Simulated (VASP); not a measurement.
# Ca (I4/mmm) in VASP: a series of runs

The runs below take Ca through single point, with r2SCAN.

Everything below comes from runs of VASP 6.6.1. Logs are shortened: lines on timing, memory, paths and dates and some standing lists are left out, and cuts for length are marked.

## 1. The cell of the first run

It takes space group I4/mmm (No. 139, tetragonal). Conventional cell: a = 4.410 Å, b = 4.410 Å, c = 4.392 Å, α = 90.00°, β = 90.00°, γ = 90.00°. Ca (site symmetry 4/mmm) has 14 Ca at 3.81 to 4.41 Å within 5.0 Å.

This isn't the form of Ca at room conditions, which is fcc.

## 2. Single point, r2SCAN

Contents of POSCAR:

```
Ca
1.0
   -2.2052049036      2.2052049036      2.1961148100
    2.2052049036     -2.2052049036      2.1961148100
    2.2052049036      2.2052049036     -2.1961148100
Ca
1
Direct
    0.5000000000      0.5000000000      0.0000000000
```

Contents of INCAR.step1:

```
SYSTEM = Ca
ALGO     = Normal         ! electronic algorithm
EDIFF    = 1E-4           ! SCF threshold, eV
ENCUT    = 520            ! plane-wave cutoff, eV
GGA      = PE             ! functional
ISMEAR   = 0              ! smearing method
LASPH    = .TRUE.         ! aspherical terms in the spheres
LCHARG   = .FALSE.        ! write CHGCAR
LREAL    = .FALSE.        ! projectors in reciprocal space
LWAVE    = .TRUE.         ! write WAVECAR
NBANDS   = 11             ! bands
NELM     = 100            ! most SCF steps
PREC     = Accurate       ! precision mode
SIGMA    = 0.15           ! smearing width, eV
```

Contents of INCAR.step2:

```
SYSTEM = Ca
ALGO     = Normal         ! electronic algorithm
EDIFF    = 1E-6           ! SCF threshold, eV
ENCUT    = 520            ! plane-wave cutoff, eV
ISIF     = 2              ! what is computed and relaxed
ISMEAR   = 0              ! smearing method
ISTART   = 1            
LASPH    = .TRUE.         ! aspherical terms in the spheres
LCHARG   = .FALSE.        ! write CHGCAR
LMIXTAU  = .TRUE.       
LREAL    = .FALSE.        ! projectors in reciprocal space
LWAVE    = .FALSE.        ! write WAVECAR
METAGGA  = R2SCAN         ! meta-GGA
NBANDS   = 11             ! bands
NELM     = 100            ! most SCF steps
PREC     = Accurate       ! precision mode
SIGMA    = 0.15           ! smearing width, eV
```

Contents of KPOINTS:

```
k-points
0
G
  16 16 16
  0 0 0
```

Potentials or basis: VASP PAW PBE potentials, release 64 (Ca_sv).

Run with:

```console
$ cat potpaw_PBE.64/Ca_sv/POTCAR > POTCAR
$ cp INCAR.step1 INCAR
$ mpirun -np 1 vasp_std > vasp.out
$ cp INCAR.step2 INCAR
$ mpirun -np 1 vasp_std > vasp.out
```

OUTCAR:

```text
SYSTEM = Ca
   EDIFF = 1E-6
   ENCUT = 520
   ISIF = 2
   ISMEAR = 0
   ISTART = 1
   LASPH = .TRUE.
   LREAL = .FALSE.
   METAGGA = R2SCAN
   NELM = 100
   PREC = Accurate

 ion  position               nearest neighbor table
   1  0.500  0.500  0.000-

  LATTYP: Found a body centered tetragonal cell.
 ALAT       =     4.4104098072
 C/A-ratio  =     0.9958778916

  Lattice vectors:

 A1 = (  -2.2052049036,   2.2052049036,   2.1961148100)
 A2 = (   2.2052049036,  -2.2052049036,   2.1961148100)
 A3 = (   2.2052049036,   2.2052049036,  -2.1961148100)

Analysis of symmetry for initial positions (statically):
=====================================================================
 Subroutine PRICEL returns:
 Original cell was already a primitive cell.

 Routine SETGRP: Setting up the symmetry group for a
 body centered tetragonal supercell.

 Subroutine GETGRP returns: Found 16 space group operations
 (whereof 16 operations were pure point group operations)
 out of a pool of 16 trial point group operations.

The static configuration has the point symmetry D_4h.

Analysis of symmetry for dynamics (positions and initial velocities):
=====================================================================
 Subroutine PRICEL returns:
 Original cell was already a primitive cell.

 Routine SETGRP: Setting up the symmetry group for a
 body centered tetragonal supercell.

 Subroutine GETGRP returns: Found 16 space group operations
 (whereof 16 operations were pure point group operations)
 out of a pool of 16 trial point group operations.

The dynamic configuration has the point symmetry D_4h.

 Subroutine INISYM returns: Found 16 space group operations
 (whereof 16 operations are pure point group operations),
 and found     1 'primitive' translations

----------------------------------------------------------------------------------------

                                     Primitive cell

  volume of cell :      42.7182

  direct lattice vectors                    reciprocal lattice vectors
    -2.205204904  2.205204904  2.196114810     0.000000000  0.226736300  0.227674800
     2.205204904 -2.205204904  2.196114810     0.226736300  0.000000000  0.227674800
     2.205204904  2.205204904 -2.196114810     0.226736300  0.226736300  0.000000000

  length of vectors
     3.814285987  3.814285987  3.814285987     0.321317855  0.321317855  0.320653550

[... 83 lines left out ...]
   NFREE  =      0    steps in history (QN), initial steepest desc. (CG)
   ISIF   =      2    stress and relaxation
   ISYM   =      2    0-nonsym 1-usesym 2-fastsym
   POTIM  = 0.5000    time-step for ionic-motion
   TEBEG  =    0.0;   TEEND  =   0.0 temperature during run
   PSTRESS=    0.0 pullay stress
   NELECT =      10.0000    total number of electrons
   NUPDOWN=      -1.0000    fix difference up-down
   EMIN   =  10.00;   EMAX   =-10.00  energy-range for DOS
   EFERMI =   0.00;   METHOD = LEGACY
   ISMEAR =     0;   SIGMA  =   0.15  broadening in eV -4-tet -1-fermi 0-gaus
   EFERMI_NEDOS =   21; number of points for ismear=-14 and -15
   IALGO  =     38    algorithm
   IMIX   =      4    mixing-type and parameters
     AMIX     =   0.40;   BMIX     =  1.00
     AMIX_MAG =   1.60;   BMIX_MAG =  1.00
  volume/ion in A,a.u.               =      42.72       288.28
  Fermi-wavevector in a.u.,A,eV,Ry     =   1.008952  1.906643 13.850516  1.017984
  Thomas-Fermi vector in A             =   2.141851
   LORBIT       =      0    0 simple, 1 ext, 2 COOP (PROOUT), +10 PAW based schemes
   METAGGA = R2SCAN    functional components
   LHFCALC =     F    Hartree Fock is set to
   AEXX    =    0.0000 exact exchange contribution
   IVDW    =     0    specifies the selected vdW correction
   LEPSILON=     F    determine dielectric tensor
   LRPA    =     F    only Hartree local field effects (RPA)
 non-spin polarized calculation
 Gauss-broadening in eV      SIGMA  =   0.15
  energy-cutoff  :      520.00
  volume of cell :       42.72
 maximum number of plane-waves:      1165
   NGX = 15   NGY = 15   NGZ = 15

 number of electron      10.0000001 magnetization

 Free energy of the ion-electron system (eV)
  ---------------------------------------------------
  ext. energy  EPLUGINS =         0.00000000
  ---------------------------------------------------
  free energy    TOTEN  =        -7.02358582 eV

  energy without entropy =       -7.00750074  energy(sigma->0) =       -7.01554328

 E-fermi :   1.9985     XC(G=0):  -8.1779

 val. band max:        1.9984065259   @ k =   0.5000   0.0625  -0.0000
 cond. band min:       2.0001135221   @ k =   0.5000   0.5000   0.2500
 fundamental gap:      0.0017069962
 Fermi energy:         1.9984916932

 k-point     1 :       0.0000    0.0000    0.0000
  band No.  band energies     occupation
      1     -41.8641      2.00000
      2     -21.8920      2.00000
      3     -21.8914      2.00000
      4     -21.8913      2.00000
      5      -2.3105      2.00000
      6       4.6324      0.00000
      7       4.6519      0.00000
      8       4.6519      0.00000
      9       5.7150      0.00000
     10       5.7393      0.00000
     11      12.6897      0.00000
[... 309 lines left out ...]
 k-point    24 :      -0.0625    0.0625    0.0000
  band No.  band energies     occupation
      1     -41.8635      2.00000
      2     -21.8968      2.00000
      3     -21.8938      2.00000
      4     -21.8914      2.00000
      5      -2.2365      2.00000
      6       4.6023      0.00000
      7       4.6035      0.00000
      8       4.7068      0.00000
      9       5.6550      0.00000
     10       5.7392      0.00000
     11      12.5941      0.00000

 [... further k-points ...]

------------------------ aborting loop because EDIFF is reached ----------------------------------------

  FORCE on cell =-STRESS in cart. coord.  units (eV):
  Direction    XX          YY          ZZ          XY          YZ          ZX
  --------------------------------------------------------------------------------------
  -------------------------------------------------------------------------------------
  Total        0.0812767      0.0812767      0.0809248      0.0000000      0.0000000      0.0000000
  in kB        3.0483437      3.0483437      3.0351435      0.0000000      0.0000000      0.0000000
  external PRESSURE =       3.0439436 kB  Pullay stress =       0.0000000 kB

 VOLUME and BASIS-vectors are now :
 -----------------------------------------------------------------------------
  energy-cutoff  :      520.00
  volume of cell :       42.72
      direct lattice vectors                 reciprocal lattice vectors
    -2.205204904  2.205204904  2.196114810     0.000000000  0.226736300  0.227674800
     2.205204904 -2.205204904  2.196114810     0.226736300  0.000000000  0.227674800
     2.205204904  2.205204904 -2.196114810     0.226736300  0.226736300  0.000000000

 POSITION                                       TOTAL-FORCE (eV/Angst)
 -----------------------------------------------------------------------------------
      0.00000      0.00000      2.19611         0.000000     -0.000000      0.000000
 -----------------------------------------------------------------------------------
    total drift:                                0.000000     -0.000000      0.000000

  FREE ENERGIE OF THE ION-ELECTRON SYSTEM (eV)
  ---------------------------------------------------
  free  energy   TOTEN  =        -7.0235858216 eV

  energy  without entropy=       -7.0075007408  energy(sigma->0) =       -7.01554328
```

OUTCAR.step1:

```text
SYSTEM = Ca
   EDIFF = 1E-4
   ENCUT = 520
   GGA = PE
   ISMEAR = 0
   LASPH = .TRUE.
[... 554 lines left out ...]
 -----------------------------------------------------------------------------------
      0.00000      0.00000      2.19611        -0.000000     -0.000000     -0.000000
 -----------------------------------------------------------------------------------
    total drift:                                0.000000     -0.000000      0.000000

  FREE ENERGIE OF THE ION-ELECTRON SYSTEM (eV)
  ---------------------------------------------------
  free  energy   TOTEN  =        -1.9219261413 eV

  energy  without entropy=       -1.9035979563  energy(sigma->0) =       -1.91276205
```

It took 3 min on 1 thread of Intel Xeon 6975P-C (Granite Rapids), shared host; peak memory 0.29 GiB.

Results:

```yaml
Free_energy: -7.0236 eV
Pressure: 0.3 GPa
Band_gap_on_the_k_mesh: zero (bands 5 and 6 overlap by 0.55 eV)
```

Caveat: the PAW data sets were made with another functional, which shifts forces and pressure a little.

## 3. Single point, r2SCAN

POSCAR is that of step 2.

Contents of INCAR.step1:

```
  PREC = Accurate
  ENCUT = 520
  ISMEAR = 0
  SIGMA = 0.15
  LREAL = False
  LASPH = True
  NELM = 100
  NBANDS = 11
  GGA = PE
  ALGO = Normal
  EDIFF = 1E-4
  LWAVE = True
  LCHARG = False
```

Contents of INCAR.step2:

```
  PREC = Accurate
  ENCUT = 520
  EDIFF = 1E-6
  ISMEAR = 0
  SIGMA = 0.15
  LREAL = False
  LASPH = True
  NELM = 100
  ALGO = Normal
  ISIF = 2
  LWAVE = False
  LCHARG = True
  METAGGA = R2SCAN
  LMIXTAU = True
  LELF = True
  LVHAR = True
  NBANDS = 11
  ISTART = 1
```

Contents of KPOINTS:

```
regular mesh
0
Gamma
  18 18 18
```

Potentials or basis: VASP PAW PBE potentials, release 64 (Ca_sv).

Run with:

```console
$ cat potpaw_PBE.64/Ca_sv/POTCAR > POTCAR
$ cp INCAR.step1 INCAR
$ mpirun -np 1 vasp_std > vasp.out
$ cp INCAR.step2 INCAR
$ mpirun -np 1 vasp_std > vasp.out
```

Run time: 3.9 min. Hardware: 1 thread of Intel Xeon 6975P-C (Granite Rapids), shared host; peak memory 0.34 GiB.

The run converged. Its results:

* Free energy: -7.0232 eV
* Pressure: 0.3 GPa
* Band gap on the k mesh: zero (bands 5 and 6 overlap by 0.43 eV)

Levels at points of the mesh, in eV from the Fermi level:
| k point | band 1 | band 2 | band 3 | band 4 | band 5 | band 6 | band 7 | band 8 | band 9 | band 10 |
| --- | --- | --- | --- | --- | --- | --- | --- | --- | --- | --- |
| (0.00, 0.00, 0.00) | -43.86 | -23.89 | -23.89 | -23.89 | -4.31 | 2.63 | 2.65 | 2.65 | 3.72 | 3.74 |
| (0.50, 0.00, 0.00) | -43.85 | -24.03 | -23.94 | -23.89 | -0.85 | -0.14 | 1.59 | 3.65 | 4.03 | 4.80 |
| (0.50, 0.50, 0.00) | -43.85 | -24.03 | -23.94 | -23.89 | -0.86 | -0.16 | 1.62 | 3.63 | 4.01 | 4.80 |
| (0.50, 0.50, 0.50) | -43.84 | -23.99 | -23.99 | -23.99 | 0.14 | 0.15 | 4.11 | 4.11 | 4.18 | 4.57 |

Caveat: the PAW data sets were made with another functional, which shifts forces and pressure a little.
